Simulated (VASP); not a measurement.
# ZrC (zincblende type) (F-43m) in VASP: a series of runs

The runs below take ZrC (zincblende type) through electric field gradients, with PBE.

Program: VASP 6.6.1. These are calculated values, not measurements. Logs are shortened: lines on timing, memory, paths and dates and some standing lists are left out, and cuts for length are marked.

## Step 1: The cell of the first run

Symmetry: F-43m, No. 216, cubic system. The conventional cell has a = 5.090 Å, b = 5.090 Å, c = 5.090 Å, α = 90.00°, β = 90.00°, γ = 90.00°. Within 2.9 Å of Zr (site symmetry -43m) lie 4 C at 2.20 Å. Within 2.9 Å of C (site symmetry -43m) lie 4 Zr at 2.20 Å.

## Step 2: Electric field gradients, PBE

Input file INCAR:

```
PREC = Accurate ; ENCUT = 520
EDIFF = 1E-8 ; ISMEAR = -1
SIGMA = 0.03 ; LREAL = False
LASPH = True ; NELM = 60
ALGO = Normal ; ISIF = 2
LWAVE = False ; LCHARG = False
GGA = PE ; LEFG = True
NBANDS = 15
```

Input file KPOINTS:

```
regular mesh
0
Gamma
  11 11 11
```

Input file POSCAR:

```
ZrC
1.0
    0.0000000000      2.5451788125      2.5451788125
    2.5451788125      0.0000000000      2.5451788125
    2.5451788125      2.5451788125      0.0000000000
Zr C
1 1
Direct
    0.0000000000      0.0000000000      0.0000000000
    0.2500000000      0.2500000000      0.2500000000
```

Potentials or basis: VASP PAW PBE potentials, release 64 (Zr_sv, C).

Run with:

```
$ cat potpaw_PBE.64/Zr_sv/POTCAR potpaw_PBE.64/C/POTCAR > POTCAR
$ mpirun -np 1 vasp_std > vasp.out
```

OUTCAR:

```text
PREC = Accurate
   ENCUT = 520
   EDIFF = 1E-8
   ISMEAR = -1
   LREAL = False
   LASPH = True
   NELM = 60
   ISIF = 2
   GGA = PE

 ion  position               nearest neighbor table
   1  0.000  0.000  0.000-   2 2.20   2 2.20   2 2.20   2 2.20
   2  0.250  0.250  0.250-   1 2.20   1 2.20   1 2.20   1 2.20

  LATTYP: Found a face centered cubic cell.
 ALAT       =     5.0903576250

  Lattice vectors:

 A1 = (   0.0000000000,   2.5451788125,   2.5451788125)
 A2 = (   2.5451788125,   0.0000000000,   2.5451788125)
 A3 = (   2.5451788125,   2.5451788125,   0.0000000000)

Analysis of symmetry for initial positions (statically):
=====================================================================
 Subroutine PRICEL returns:
 Original cell was already a primitive cell.

 Routine SETGRP: Setting up the symmetry group for a
 face centered cubic supercell.

 Subroutine GETGRP returns: Found 24 space group operations
 (whereof 24 operations were pure point group operations)
 out of a pool of 48 trial point group operations.

The static configuration has the point symmetry T_d .

Analysis of symmetry for dynamics (positions and initial velocities):
=====================================================================
 Subroutine PRICEL returns:
 Original cell was already a primitive cell.

 Routine SETGRP: Setting up the symmetry group for a
 face centered cubic supercell.

 Subroutine GETGRP returns: Found 24 space group operations
 (whereof 24 operations were pure point group operations)
 out of a pool of 48 trial point group operations.

The dynamic configuration has the point symmetry T_d .

 Subroutine INISYM returns: Found 24 space group operations
 (whereof 24 operations are pure point group operations),
 and found     1 'primitive' translations

----------------------------------------------------------------------------------------

                                     Primitive cell

  volume of cell :      32.9750

  direct lattice vectors                    reciprocal lattice vectors
     0.000000000  2.545178813  2.545178813    -0.196449852  0.196449852  0.196449852
     2.545178813  0.000000000  2.545178813     0.196449852 -0.196449852  0.196449852
     2.545178813  2.545178813  0.000000000     0.196449852  0.196449852 -0.196449852

  length of vectors
     3.599426395  3.599426395  3.599426395     0.340261124  0.340261124  0.340261124

  position of ions in fractional coordinates (direct lattice)
     0.000000000  0.000000000  0.000000000
     0.250000000  0.250000000  0.250000000

  ion indices of the primitive-cell ions
   primitive index   ion index
                 1           1
                 2           2

----------------------------------------------------------------------------------------

 KPOINTS: regular mesh

Automatic generation of k-mesh.
 Grid dimensions read from file:
 generate k-points for:   11   11   11

 Generating k-lattice:

  Cartesian coordinates                     Fractional coordinates (reciprocal lattice)
    -0.017859077  0.017859077  0.017859077     0.090909091  0.000000000  0.000000000
     0.017859077 -0.017859077  0.017859077     0.000000000  0.090909091  0.000000000
     0.017859077  0.017859077 -0.017859077     0.000000000  0.000000000  0.090909091

  Length of vectors
     0.030932829  0.030932829  0.030932829

  Shift w.r.t. Gamma in fractional coordinates (k-lattice)
     0.000000000  0.000000000  0.000000000

 Subroutine IBZKPT returns following result:
 ===========================================

 Found     56 irreducible k-points:

 Following reciprocal coordinates:
            Coordinates               Weight
  0.000000  0.000000  0.000000      1.000000
  0.090909  0.000000  0.000000      8.000000
  0.181818  0.000000  0.000000      8.000000
  0.272727  0.000000  0.000000      8.000000
  0.363636  0.000000  0.000000      8.000000
  0.454545  0.000000  0.000000      8.000000
[... 16 lines left out ...]
 -0.272727  0.181818  0.000000     24.000000
 -0.181818  0.181818  0.000000     12.000000
 [... further k-points ...]
   k-points           NKPTS =     56   k-points in BZ     NKDIM =     56   number of bands    NBANDS=     15
   number of dos      NEDOS =    301   number of ions     NIONS =      2
   total plane-waves  NPLWV =  21952
   dimension x,y,z NGX =    28 NGY =   28 NGZ =   28
   dimension x,y,z NGXF=    56 NGYF=   56 NGZF=   56
   ions per type =               1   1
   NGX,Y,Z   is equivalent  to a cutoff of  12.93, 12.93, 12.93 a.u.
   NGXF,Y,Z  is equivalent  to a cutoff of  25.86, 25.86, 25.86 a.u.
 SYSTEM =  unknown system
   PREC   = accura    normal or accurate (medium, high low for compatibility)
   ISTART =      0    job   : 0-new  1-cont  2-samecut
   ICHARG =      2    charge: 1-file 2-atom 10-const
   ISPIN  =      1    spin polarized calculation?
   LNONCOLLINEAR =      F non collinear calculations
   LSORBIT =      F    spin-orbit coupling
   LASPH  =      T    aspherical Exc in radial PAW
   ENCUT  =  520.0 eV  38.22 Ry    6.18 a.u.   6.69  6.69  6.69*2*pi/ulx,y,z
   NELM   =     60;   NELMIN=  2; NELMDL= -5     # of ELM steps
   EDIFF  = 0.1E-07   stopping-criterion for ELM
   LREAL  =      F    real-space projection
   EDIFFG = 0.1E-06   stopping-criterion for IOM
   NSW    =      0    number of steps for IOM
   IBRION =     -1    ionic relax: 0-MD 1-quasi-New 2-CG
   NFREE  =      0    steps in history (QN), initial steepest desc. (CG)
   ISIF   =      2    stress and relaxation
   ISYM   =      2    0-nonsym 1-usesym 2-fastsym
   POTIM  = 0.5000    time-step for ionic-motion
   TEBEG  =    0.0;   TEEND  =   0.0 temperature during run
   PSTRESS=    0.0 pullay stress
   NELECT =      16.0000    total number of electrons
   NUPDOWN=      -1.0000    fix difference up-down
   EMIN   =  10.00;   EMAX   =-10.00  energy-range for DOS
   EFERMI =   0.00;   METHOD = LEGACY
   ISMEAR =    -1;   SIGMA  =   0.03  broadening in eV -4-tet -1-fermi 0-gaus
   EFERMI_NEDOS =   21; number of points for ismear=-14 and -15
   IALGO  =     38    algorithm
   IMIX   =      4    mixing-type and parameters
     AMIX     =   0.40;   BMIX     =  1.00
     AMIX_MAG =   1.60;   BMIX_MAG =  1.00
  volume/ion in A,a.u.               =      16.49       111.26
  Fermi-wavevector in a.u.,A,eV,Ry     =   1.286431  2.431002 22.516349  1.654905
  Thomas-Fermi vector in A             =   2.418506
   LORBIT       =      0    0 simple, 1 ext, 2 COOP (PROOUT), +10 PAW based schemes
   GGA     = PE    functional components
   LHFCALC =     F    Hartree Fock is set to
   AEXX    =    0.0000 exact exchange contribution
   IVDW    =     0    specifies the selected vdW correction
   LEPSILON=     F    determine dielectric tensor
   LRPA    =     F    only Hartree local field effects (RPA)
 non-spin polarized calculation
  energy-cutoff  :      520.00
  volume of cell :       32.98
 maximum number of plane-waves:       911
   NGX = 13   NGY = 13   NGZ = 13

 number of electron      16.0000001 magnetization

 Free energy of the ion-electron system (eV)
  ---------------------------------------------------
  ext. energy  EPLUGINS =         0.00000000
  ---------------------------------------------------
  free energy    TOTEN  =       -18.23060045 eV

  energy without entropy =      -18.23059368  energy(sigma->0) =      -18.23059707

 E-fermi :   6.8021     XC(G=0): -10.6752

 val. band max:        6.5208394017   @ k =  -0.2727   0.4545   0.1818
 cond. band min:       7.0608348441   @ k =  -0.3636   0.4545   0.0909
 fundamental gap:      0.5399954424
 Fermi energy:         6.8021445815

 k-point     1 :       0.0000    0.0000    0.0000
  band No.  band energies     occupation
      1     -41.4205      2.00000
      2     -19.3294      2.00000
      3     -19.3294      2.00000
      4     -19.3294      2.00000
      5      -3.2882      2.00000
      6       4.2805      2.00000
      7       4.2805      2.00000
      8       4.2805      2.00000
      9       9.6196      0.00000
     10       9.6196      0.00000
     11       9.9089      0.00000
     12      14.9489      0.00000
     13      14.9489      0.00000
     14      14.9489      0.00000
     15      20.7748      0.00000
[... 397 lines left out ...]
 k-point    24 :      -0.1818    0.1818    0.0000
  band No.  band energies     occupation
      1     -41.3951      2.00000
      2     -19.5691      2.00000
      3     -19.4275      2.00000
      4     -19.3607      2.00000
      5      -2.3890      2.00000
      6       3.7587      2.00000
      7       4.7218      2.00000
      8       4.8198      2.00000
      9       8.8137      0.00000
     10       9.9434      0.00000
     11      11.4677      0.00000
     12      13.8756      0.00000
     13      14.7991      0.00000
     14      15.3710      0.00000
     15      16.9741      0.00000

 [... further k-points ...]
[... 5 lines left out ...]
  --------------------------------------------------------------------------------------
  -------------------------------------------------------------------------------------
  Total        0.0276439      0.0276439      0.0276439      0.0000000      0.0000000      0.0000000
  in kB        1.3431498      1.3431498      1.3431498      0.0000000      0.0000000      0.0000000
  external PRESSURE =       1.3431498 kB  Pullay stress =       0.0000000 kB

 VOLUME and BASIS-vectors are now :
 -----------------------------------------------------------------------------
  energy-cutoff  :      520.00
  volume of cell :       32.98
      direct lattice vectors                 reciprocal lattice vectors
     0.000000000  2.545178813  2.545178813    -0.196449852  0.196449852  0.196449852
     2.545178813  0.000000000  2.545178813     0.196449852 -0.196449852  0.196449852
     2.545178813  2.545178813  0.000000000     0.196449852  0.196449852 -0.196449852

 POSITION                                       TOTAL-FORCE (eV/Angst)
 -----------------------------------------------------------------------------------
      0.00000      0.00000      0.00000         0.000000      0.000000      0.000000
      1.27259      1.27259      1.27259        -0.000000     -0.000000     -0.000000
 -----------------------------------------------------------------------------------
    total drift:                                0.000000      0.000000      0.000000

  FREE ENERGIE OF THE ION-ELECTRON SYSTEM (eV)
  ---------------------------------------------------
  free  energy   TOTEN  =       -18.2306004508 eV

  energy  without entropy=      -18.2305936823  energy(sigma->0) =      -18.23059707

 Electric field gradients (V/A^2)
---------------------------------------------------------------------
 ion       V_xx      V_yy      V_zz      V_xy      V_xz      V_yz
---------------------------------------------------------------------
   1      -0.000     0.000    -0.000     0.000     0.000     0.000
   2       0.000     0.000    -0.000     0.000     0.000     0.000
---------------------------------------------------------------------

 Electric field gradients after diagonalization (V/A^2)
 (convention: |V_zz| > |V_xx| > |V_yy|)
----------------------------------------------------------------------
 ion       V_xx      V_yy      V_zz     asymmetry (V_yy - V_xx)/ V_zz
----------------------------------------------------------------------
   1      -0.000    -0.000     0.000       0.000
   2      -0.000    -0.000     0.000       0.000
----------------------------------------------------------------------

           NMR quadrupolar parameters

 Cq : quadrupolar parameter    Cq=e*Q*V_zz/h
 eta: asymmetry parameters     (V_yy - V_xx)/ V_zz
 Q  : nuclear electric quadrupole moment in mb (millibarn)
----------------------------------------------------------------------
 ion       Cq(MHz)       eta       Q (mb)
----------------------------------------------------------------------
   1       0.000       0.000       1.000
   2       0.000       0.000       1.000
----------------------------------------------------------------------
```

Run time: 18 s. Hardware: 1 thread of Intel Xeon Platinum 8488C (Sapphire Rapids), shared host; peak memory 0.16 GiB.

What came out:

| Quantity | Value |
| --- | --- |
| Free energy | -18.2306 eV |
| Pressure | 0.1 GPa |
| Band gap on the k mesh | 0.54 eV, indirect (least direct gap 0.55 eV) |

Caveat: without QUAD_EFG the Cq values of the log hold for a quadrupole moment of 1 mb, not for the nuclei. A k mesh can miss the band edges.

## Step 3: Electric field gradients, PBE (volume scaled by 1.03)

Input file INCAR:

```
SYSTEM = ZrC
PREC = Accurate
ENCUT = 520
EDIFF = 1E-8
ISMEAR = -1
SIGMA = 0.03
LREAL = .FALSE.
LASPH = .TRUE.
NELM = 100
ALGO = Normal
ISIF = 2
LWAVE = .FALSE.
LCHARG = .FALSE.
GGA = PE
LEFG = .TRUE.
NBANDS = 15
```

Input file KPOINTS:

```
Automatic mesh
0
G
  11 11 11
  0 0 0
```

Input file POSCAR:

```
ZrC
1.0
    0.0000000000      2.5703802416      2.5703802416
    2.5703802416      0.0000000000      2.5703802416
    2.5703802416      2.5703802416      0.0000000000
Zr C
1 1
Direct
    0.0000000000      0.0000000000      0.0000000000
    0.2500000000      0.2500000000      0.2500000000
```

Potentials or basis: VASP PAW PBE potentials, release 64 (Zr_sv, C).

Run with:

```
$ cat potpaw_PBE.64/Zr_sv/POTCAR potpaw_PBE.64/C/POTCAR > POTCAR
$ mpirun -np 1 vasp_std > vasp.out
```

OUTCAR:

```text
SYSTEM = ZrC
   PREC = Accurate
   ENCUT = 520
   EDIFF = 1E-8
   ISMEAR = -1
   LREAL = .FALSE.
   LASPH = .TRUE.
   NELM = 100
   ISIF = 2
   GGA = PE

 ion  position               nearest neighbor table
   1  0.000  0.000  0.000-   2 2.23   2 2.23   2 2.23   2 2.23
   2  0.250  0.250  0.250-   1 2.23   1 2.23   1 2.23   1 2.23

  LATTYP: Found a face centered cubic cell.
 ALAT       =     5.1407604832

  Lattice vectors:

 A1 = (   0.0000000000,   2.5703802416,   2.5703802416)
 A2 = (   2.5703802416,   0.0000000000,   2.5703802416)
 A3 = (   2.5703802416,   2.5703802416,   0.0000000000)

Analysis of symmetry for initial positions (statically):
=====================================================================
 Subroutine PRICEL returns:
 Original cell was already a primitive cell.

 Routine SETGRP: Setting up the symmetry group for a
 face centered cubic supercell.

 Subroutine GETGRP returns: Found 24 space group operations
[... 618 lines left out ...]
  volume of cell :       33.96
      direct lattice vectors                 reciprocal lattice vectors
     0.000000000  2.570380242  2.570380242    -0.194523749  0.194523749  0.194523749
     2.570380242  0.000000000  2.570380242     0.194523749 -0.194523749  0.194523749
     2.570380242  2.570380242  0.000000000     0.194523749  0.194523749 -0.194523749

 POSITION                                       TOTAL-FORCE (eV/Angst)
 -----------------------------------------------------------------------------------
      0.00000      0.00000      0.00000        -0.000000     -0.000000     -0.000000
      1.28519      1.28519      1.28519         0.000000      0.000000      0.000000
 -----------------------------------------------------------------------------------
    total drift:                               -0.000000     -0.000000     -0.000000

  FREE ENERGIE OF THE ION-ELECTRON SYSTEM (eV)
  ---------------------------------------------------
  free  energy   TOTEN  =       -18.2188692490 eV

  energy  without entropy=      -18.2188630930  energy(sigma->0) =      -18.21886617

 Electric field gradients (V/A^2)
---------------------------------------------------------------------
 ion       V_xx      V_yy      V_zz      V_xy      V_xz      V_yz
---------------------------------------------------------------------
   1      -0.000    -0.000    -0.000     0.000     0.000     0.000
   2       0.000     0.000    -0.000     0.000     0.000     0.000
---------------------------------------------------------------------

 Electric field gradients after diagonalization (V/A^2)
 (convention: |V_zz| > |V_xx| > |V_yy|)
----------------------------------------------------------------------
 ion       V_xx      V_yy      V_zz     asymmetry (V_yy - V_xx)/ V_zz
----------------------------------------------------------------------
   1      -0.000    -0.000     0.000       0.000
   2      -0.000    -0.000     0.001       0.000
----------------------------------------------------------------------

           NMR quadrupolar parameters

 Cq : quadrupolar parameter    Cq=e*Q*V_zz/h
 eta: asymmetry parameters     (V_yy - V_xx)/ V_zz
 Q  : nuclear electric quadrupole moment in mb (millibarn)
----------------------------------------------------------------------
 ion       Cq(MHz)       eta       Q (mb)
----------------------------------------------------------------------
   1       0.000       0.000       1.000
   2       0.000       0.000       1.000
----------------------------------------------------------------------
```

OSZICAR:

```text
N       E                     dE             d eps       ncg     rms          rms(c)
DAV:   1     0.103032393011E+03    0.10303E+03   -0.82906E+03  1688   0.103E+03
DAV:   2    -0.174765035948E+02   -0.12051E+03   -0.11205E+03  2212   0.274E+02
DAV:   3    -0.227630598430E+02   -0.52866E+01   -0.52287E+01  2520   0.495E+01
DAV:   4    -0.228737121771E+02   -0.11065E+00   -0.11060E+00  2127   0.694E+00
DAV:   5    -0.228755022534E+02   -0.17901E-02   -0.17901E-02  2434   0.710E-01    0.195E+01
DAV:   6    -0.183015278341E+02    0.45740E+01   -0.12074E+01  1890   0.251E+01    0.560E+00
DAV:   7    -0.182204272850E+02    0.81101E-01   -0.78523E-01  1799   0.656E+00    0.473E+00
DAV:   8    -0.182240590915E+02   -0.36318E-02   -0.13197E-01  2093   0.321E+00    0.185E+00
DAV:   9    -0.182182693480E+02    0.57897E-02   -0.17367E-02  1855   0.110E+00    0.419E-01
DAV:  10    -0.182188999536E+02   -0.63061E-03   -0.14562E-03  2058   0.377E-01    0.176E-01
DAV:  11    -0.182188715228E+02    0.28431E-04   -0.15749E-04  1869   0.117E-01    0.309E-02
DAV:  12    -0.182188693451E+02    0.21777E-05   -0.59562E-06  1925   0.213E-02    0.961E-03
DAV:  13    -0.182188691999E+02    0.14516E-06   -0.30238E-07  2630   0.543E-03    0.238E-03
DAV:  14    -0.182188692442E+02   -0.44279E-07   -0.36612E-08  1960   0.185E-03    0.272E-04
DAV:  15    -0.182188692333E+02    0.10917E-07   -0.14836E-09  1001   0.336E-04    0.188E-04
DAV:  16    -0.182188692460E+02   -0.12700E-07   -0.29115E-10   910   0.139E-04    0.340E-05
DAV:  17    -0.182188692490E+02   -0.30072E-08   -0.42331E-11   917   0.618E-05
   1 F= -.18218869E+02 E0= -.18218866E+02  d E =-.615605E-05
```

It took 19 s on 1 thread of Intel Xeon Platinum 8488C (Sapphire Rapids), shared host; peak memory 0.17 GiB.

What came out:

```yaml
Free_energy: -18.2189 eV
Pressure: -4.0 GPa
Band_gap_on_the_k_mesh: 0.54 eV, indirect (least direct gap 0.56 eV)
```

Caveat: without QUAD_EFG the Cq values of the log hold for a quadrupole moment of 1 mb, not for the nuclei. A k mesh can miss the band edges.
